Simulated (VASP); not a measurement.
# SrCl2 (R-3m) in VASP: notebook

SrCl2 is run at these levels: r2SCAN; tasks: single point.

Program: VASP 6.6.1. These are calculated values, not measurements. Logs are shortened: lines on timing, memory, paths and dates and some standing lists are left out, and cuts for length are marked.

## 1. The cell of the first run

It takes space group R-3m (No. 166, trigonal). The conventional cell has a = 5.204 Å, b = 5.204 Å, c = 10.834 Å, α = 90.00°, β = 90.00°, γ = 120.00°. Within 3.6 Å of Sr (site symmetry -3m) lie 8 Cl at 2.71 to 3.14 Å. Within 3.6 Å of Cl (site symmetry 3m) lie 4 Sr at 2.71 to 3.14 Å and 6 Cl at 3.51 Å.

## 2. Single point, r2SCAN

POSCAR reads:

```
SrCl2
1.0
   -0.3679527998      3.3115751979      3.3115751979
    3.3115751979     -0.3679527998      3.3115751979
    3.3115751979      3.3115751979     -0.3679527998
Sr Cl
1 2
Direct
    0.0000000000      0.0000000000      0.0000000000
    0.2500000000      0.2500000000      0.2500000000
    0.7500000000      0.7500000000      0.7500000000
```

INCAR.step1 reads:

```
  ALGO = Normal
  EDIFF = 1E-4
  ENCUT = 520
  GGA = PE
  ISMEAR = 0
  LASPH = True
  LCHARG = False
  LREAL = False
  LWAVE = True
  NBANDS = 19
  NELM = 100
  PREC = Accurate
  SIGMA = 0.05
```

INCAR.step2 reads:

```
  ALGO = Normal
  EDIFF = 1E-6
  ENCUT = 520
  ISIF = 2
  ISMEAR = 0
  ISTART = 1
  LASPH = True
  LCHARG = True
  LELF = True
  LMIXTAU = True
  LREAL = False
  LVHAR = True
  LWAVE = False
  METAGGA = R2SCAN
  NBANDS = 19
  NELM = 100
  PREC = Accurate
  SIGMA = 0.05
```

KPOINTS reads:

```
k-points
0
Gamma
  6 6 6
```

Potentials or basis: VASP PAW PBE potentials, release 64 (Sr_sv, Cl).

Started as:

```console
cat potpaw_PBE.64/Sr_sv/POTCAR potpaw_PBE.64/Cl/POTCAR > POTCAR
cp INCAR.step1 INCAR
mpirun -np 1 vasp_std > vasp.out
cp INCAR.step2 INCAR
mpirun -np 1 vasp_std > vasp.out
```

OUTCAR:

```text
EDIFF = 1E-6
   ENCUT = 520
   ISIF = 2
   ISMEAR = 0
   ISTART = 1
   LASPH = True
   LREAL = False
   METAGGA = R2SCAN
   NELM = 100
   PREC = Accurate

 ion  position               nearest neighbor table
   1  0.000  0.000  0.000-   2 2.71   3 2.71   3 3.14   3 3.14   3 3.14   2 3.14   2 3.14   2 3.14

   2  0.250  0.250  0.250-   1 2.71   1 3.14   1 3.14   1 3.14
   3  0.750  0.750  0.750-   1 2.71   1 3.14   1 3.14   1 3.14

  LATTYP: Found a trigonal (rhomboedric) cell.
 ALAT       =     4.6977068710
 COS(alpha) =     0.3865030675

  Lattice vectors:

 A1 = (  -0.3679527998,   3.3115751979,   3.3115751979)
 A2 = (   3.3115751979,  -0.3679527998,   3.3115751979)
 A3 = (   3.3115751979,   3.3115751979,  -0.3679527998)

Analysis of symmetry for initial positions (statically):
=====================================================================
 Subroutine PRICEL returns:
 Original cell was already a primitive cell.

 Routine SETGRP: Setting up the symmetry group for a
 trigonal (rhombohedral) supercell.

 Subroutine GETGRP returns: Found 12 space group operations
 (whereof 12 operations were pure point group operations)
 out of a pool of 12 trial point group operations.

The static configuration has the point symmetry D_3d.

Analysis of symmetry for dynamics (positions and initial velocities):
=====================================================================
 Subroutine PRICEL returns:
 Original cell was already a primitive cell.

 Routine SETGRP: Setting up the symmetry group for a
 trigonal (rhombohedral) supercell.

 Subroutine GETGRP returns: Found 12 space group operations
 (whereof 12 operations were pure point group operations)
 out of a pool of 12 trial point group operations.

The dynamic configuration has the point symmetry D_3d.

 Subroutine INISYM returns: Found 12 space group operations
 (whereof 12 operations are pure point group operations),
 and found     1 'primitive' translations

----------------------------------------------------------------------------------------

                                     Primitive cell

  volume of cell :      84.6887

  direct lattice vectors                    reciprocal lattice vectors
    -0.367952800  3.311575198  3.311575198    -0.127893642  0.143880347  0.143880347
     3.311575198 -0.367952800  3.311575198     0.143880347 -0.127893642  0.143880347
     3.311575198  3.311575198 -0.367952800     0.143880347  0.143880347 -0.127893642

  length of vectors
     4.697706871  4.697706871  4.697706871     0.240332878  0.240332878  0.240332878

  position of ions in fractional coordinates (direct lattice)
     0.000000000  0.000000000  0.000000000
     0.250000000  0.250000000  0.250000000
     0.750000000  0.750000000  0.750000000

  ion indices of the primitive-cell ions
   primitive index   ion index
                 1           1
                 2           2
                 3           3

----------------------------------------------------------------------------------------

 KPOINTS: k-points

Automatic generation of k-mesh.
 Grid dimensions read from file:
 generate k-points for:    6    6    6

 Generating k-lattice:

  Cartesian coordinates                     Fractional coordinates (reciprocal lattice)
    -0.021315607  0.023980058  0.023980058     0.166666667 -0.000000000 -0.000000000
     0.023980058 -0.021315607  0.023980058    -0.000000000  0.166666667 -0.000000000
     0.023980058  0.023980058 -0.021315607    -0.000000000 -0.000000000  0.166666667

  Length of vectors
     0.040055480  0.040055480  0.040055480

  Shift w.r.t. Gamma in fractional coordinates (k-lattice)
     0.000000000  0.000000000  0.000000000

 Subroutine IBZKPT returns following result:
 ===========================================

 Found     32 irreducible k-points:

 Following reciprocal coordinates:
            Coordinates               Weight
  0.000000  0.000000  0.000000      1.000000
  0.166667  0.000000  0.000000      6.000000
  0.333333  0.000000 -0.000000      6.000000
  0.500000  0.000000  0.000000      3.000000
  0.166667  0.166667  0.000000      6.000000
  0.333333  0.166667  0.000000     12.000000
[... 16 lines left out ...]
  0.500000  0.500000  0.166667      6.000000
 -0.333333  0.500000  0.166667     12.000000
 [... further k-points ...]
   k-points           NKPTS =     32   k-points in BZ     NKDIM =     32   number of bands    NBANDS=     19
   number of dos      NEDOS =    301   number of ions     NIONS =      3
   total plane-waves  NPLWV =  46656
   dimension x,y,z NGX =    36 NGY =   36 NGZ =   36
   dimension x,y,z NGXF=    72 NGYF=   72 NGZF=   72
   ions per type =               1   2
   NGX,Y,Z   is equivalent  to a cutoff of  12.74, 12.74, 12.74 a.u.
   NGXF,Y,Z  is equivalent  to a cutoff of  25.48, 25.48, 25.48 a.u.
 SYSTEM =  unknown system
   PREC   = accura    normal or accurate (medium, high low for compatibility)
   ISTART =      1    job   : 0-new  1-cont  2-samecut
   ICHARG =      0    charge: 1-file 2-atom 10-const
   ISPIN  =      1    spin polarized calculation?
   LNONCOLLINEAR =      F non collinear calculations
   LSORBIT =      F    spin-orbit coupling
   LASPH  =      T    aspherical Exc in radial PAW
   ENCUT  =  520.0 eV  38.22 Ry    6.18 a.u.   8.73  8.73  8.73*2*pi/ulx,y,z
   NELM   =    100;   NELMIN=  2; NELMDL=  0     # of ELM steps
   EDIFF  = 0.1E-05   stopping-criterion for ELM
   LREAL  =      F    real-space projection
   EDIFFG = 0.1E-04   stopping-criterion for IOM
   NSW    =      0    number of steps for IOM
   IBRION =     -1    ionic relax: 0-MD 1-quasi-New 2-CG
   NFREE  =      0    steps in history (QN), initial steepest desc. (CG)
   ISIF   =      2    stress and relaxation
   ISYM   =      2    0-nonsym 1-usesym 2-fastsym
   POTIM  = 0.5000    time-step for ionic-motion
   TEBEG  =    0.0;   TEEND  =   0.0 temperature during run
   PSTRESS=    0.0 pullay stress
   NELECT =      24.0000    total number of electrons
   NUPDOWN=      -1.0000    fix difference up-down
   EMIN   =  10.00;   EMAX   =-10.00  energy-range for DOS
   EFERMI =   0.00;   METHOD = LEGACY
   ISMEAR =     0;   SIGMA  =   0.05  broadening in eV -4-tet -1-fermi 0-gaus
   EFERMI_NEDOS =   21; number of points for ismear=-14 and -15
   IALGO  =     38    algorithm
   IMIX   =      4    mixing-type and parameters
     AMIX     =   0.40;   BMIX     =  1.00
     AMIX_MAG =   1.60;   BMIX_MAG =  1.00
  volume/ion in A,a.u.               =      28.23       190.50
  Fermi-wavevector in a.u.,A,eV,Ry     =   1.075318  2.032056 15.732530  1.156308
  Thomas-Fermi vector in A             =   2.211171
   LORBIT       =      0    0 simple, 1 ext, 2 COOP (PROOUT), +10 PAW based schemes
   METAGGA = R2SCAN    functional components
   LHFCALC =     F    Hartree Fock is set to
   AEXX    =    0.0000 exact exchange contribution
   IVDW    =     0    specifies the selected vdW correction
   LEPSILON=     F    determine dielectric tensor
   LRPA    =     F    only Hartree local field effects (RPA)
 non-spin polarized calculation
 Gauss-broadening in eV      SIGMA  =   0.05
  energy-cutoff  :      520.00
  volume of cell :       84.69
 maximum number of plane-waves:      2305
   NGX = 17   NGY = 17   NGZ = 17

 number of electron      23.9999997 magnetization

 Free energy of the ion-electron system (eV)
  ---------------------------------------------------
  ext. energy  EPLUGINS =         0.00000000
  ---------------------------------------------------
  free energy    TOTEN  =       -35.45266893 eV

  energy without entropy =      -35.45266893  energy(sigma->0) =      -35.45266893

 E-fermi :  -0.0716     XC(G=0):  -8.7646

 val. band max:       -0.2812058380   @ k =   0.5000   0.5000   0.0000
 cond. band min:       5.6954813243   @ k =   0.0000   0.0000   0.0000
 fundamental gap:      5.9766871624
 Fermi energy:        -0.0715652813

 k-point     1 :       0.0000    0.0000    0.0000
  band No.  band energies     occupation
      1     -34.0705      2.00000
      2     -15.6260      2.00000
      3     -15.4615      2.00000
      4     -15.4615      2.00000
      5     -14.1393      2.00000
      6     -13.1221      2.00000
[... 11 lines left out ...]
     18       9.5827      0.00000
     19       9.5827      0.00000

 k-point     2 :       0.1667    0.0000    0.0000
  band No.  band energies     occupation
      1     -34.0697      2.00000
      2     -15.6833      2.00000
      3     -15.5004      2.00000
      4     -15.4625      2.00000
      5     -14.0006      2.00000
      6     -13.1664      2.00000
[... 11 lines left out ...]
     18       9.5537      0.00000
     19       9.8995      0.00000

 k-point     3 :       0.3333    0.0000   -0.0000
  band No.  band energies     occupation
      1     -34.0681      2.00000
      2     -15.8289      2.00000
      3     -15.5007      2.00000
      4     -15.4646      2.00000
      5     -13.8044      2.00000
      6     -13.2146      2.00000
[... 11 lines left out ...]
     18       9.0612      0.00000
     19      10.3371      0.00000

 k-point     4 :       0.5000    0.0000    0.0000
  band No.  band energies     occupation
      1     -34.0672      2.00000
      2     -15.8967      2.00000
      3     -15.4907      2.00000
      4     -15.4657      2.00000
      5     -13.7534      2.00000
      6     -13.2037      2.00000
[... 11 lines left out ...]
     18       8.8052      0.00000
     19      10.4288      0.00000

 k-point     5 :       0.1667    0.1667    0.0000
  band No.  band energies     occupation
      1     -34.0691      2.00000
      2     -15.7375      2.00000
      3     -15.4902      2.00000
      4     -15.4725      2.00000
      5     -13.8966      2.00000
      6     -13.2196      2.00000
[... 11 lines left out ...]
     18       9.3032      0.00000
     19      10.0852      0.00000
[... 334 lines left out ...]
      2     -15.8919      2.00000
      3     -15.6232      2.00000
      4     -15.4864      2.00000
      5     -13.5605      2.00000
      6     -13.2293      2.00000
[... 11 lines left out ...]
     18       9.7231      0.00000
     19      11.0534      0.00000

 k-point    22 :      -0.1667    0.3333    0.1667
  band No.  band energies     occupation
      1     -34.0667      2.00000
      2     -15.8426      2.00000
      3     -15.5966      2.00000
      4     -15.4875      2.00000
      5     -13.6286      2.00000
      6     -13.2429      2.00000
[... 11 lines left out ...]
     18       9.1305      0.00000
     19      10.7405      0.00000

 k-point    23 :       0.5000    0.5000    0.1667
  band No.  band energies     occupation
      1     -34.0646      2.00000
      2     -15.9972      2.00000
      3     -15.5224      2.00000
      4     -15.5019      2.00000
      5     -13.5929      2.00000
      6     -13.1758      2.00000
[... 11 lines left out ...]
     18      10.0433      0.00000
     19      10.8433      0.00000

 k-point    24 :      -0.3333    0.5000    0.1667
  band No.  band energies     occupation
      1     -34.0649      2.00000
      2     -15.9510      2.00000
      3     -15.5771      2.00000
      4     -15.4999      2.00000
      5     -13.5742      2.00000
      6     -13.1825      2.00000
[... 11 lines left out ...]
     18      10.1645      0.00000
     19      10.7755      0.00000

 [... further k-points ...]
[... 5 lines left out ...]
  --------------------------------------------------------------------------------------
  -------------------------------------------------------------------------------------
  Total        1.2075054      1.2075054      1.2075054      1.8186383      1.8186383      1.8186383
  in kB       22.8441194     22.8441194     22.8441194     34.4058002     34.4058002     34.4058002
  external PRESSURE =      22.8441194 kB  Pullay stress =       0.0000000 kB

 VOLUME and BASIS-vectors are now :
 -----------------------------------------------------------------------------
  energy-cutoff  :      520.00
  volume of cell :       84.69
      direct lattice vectors                 reciprocal lattice vectors
    -0.367952800  3.311575198  3.311575198    -0.127893642  0.143880347  0.143880347
     3.311575198 -0.367952800  3.311575198     0.143880347 -0.127893642  0.143880347
     3.311575198  3.311575198 -0.367952800     0.143880347  0.143880347 -0.127893642

 POSITION                                       TOTAL-FORCE (eV/Angst)
 -----------------------------------------------------------------------------------
      0.00000      0.00000      0.00000        -0.000000      0.000000     -0.000000
      1.56380      1.56380      1.56380         0.580240      0.580240      0.580240
      4.69140      4.69140      4.69140        -0.580240     -0.580240     -0.580240
 -----------------------------------------------------------------------------------
    total drift:                                0.000000      0.000000      0.000000

  FREE ENERGIE OF THE ION-ELECTRON SYSTEM (eV)
  ---------------------------------------------------
  free  energy   TOTEN  =       -35.4526689314 eV

  energy  without entropy=      -35.4526689314  energy(sigma->0) =      -35.45266893
```

It took 3.5 min on 1 thread of Intel Xeon 8259CL, shared host; peak memory 0.24 GiB.

Results:

| Quantity | Value |
| --- | --- |
| Free energy | -35.4527 eV |
| Pressure | 2.3 GPa |
| Largest force | 1.005 eV/Å |
| Band gap on the k mesh | 5.98 eV, indirect (least direct gap 6.13 eV) |

Forces in eV/Å, atoms in the order of the input:
```
Sr   0.000  0.000  0.000
Cl   0.580  0.580  0.580
Cl  -0.580 -0.580 -0.580
```

Stress tensor (GPa, compression positive):
```
2.28 3.44 3.44
3.44 2.28 3.44
3.44 3.44 2.28
```

Caveat: the PAW data sets were made with another functional, which shifts forces and pressure a little. A k mesh can miss the band edges.

(Part 1 of 2 ends here.)
